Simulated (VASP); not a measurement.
Runs of VASP 6.6.1 on H. The structure is that of space group Cmmm (No. 65), or close to it. The cells are those of the table. 

```tsv
cell	gap on the mesh (eV)	pressure (GPa)	largest force (eV/Å)
a = 3.358, b = 3.358, c = 6.314 Å, angles 90.0, 90.0, 117.8°, 4 atoms	7.50	-1.0	(a)
a = 3.382, b = 3.382, c = 6.314 Å, angles 90.0, 90.0, 117.8°, 4 atoms	7.46	-1.2	0.49
a = 3.095, b = 3.095, c = 6.314 Å, angles 90.0, 90.0, 117.8°, 4 atoms	7.97	2.1	1.88
a = 3.334, b = 3.334, c = 6.314 Å, angles 90.0, 90.0, 117.8°, 4 atoms	7.54	-0.8	(b)
a = 3.143, b = 3.143, c = 6.314 Å, angles 90.0, 90.0, 117.8°, 4 atoms	(d)	(c)	1.42
```

Alike in all rows: task single point; level LDA; potentials or basis VASP PAW LDA potentials, release 64 (H); no spin polarisation; k mesh 8 × 8 × 4; cutoff (eV) 520; smearing gaussian 0.05 eV.

**Question.** Fill in the values left out.

**Answer.** (a) 0.33; (b) 0.16; (c) 1.4; (d) 7.89.

Caveats: forces of over 1 eV/Å act on the atoms, so gaps and moduli don't describe the material at rest (some runs).

A k mesh can miss the band edges.
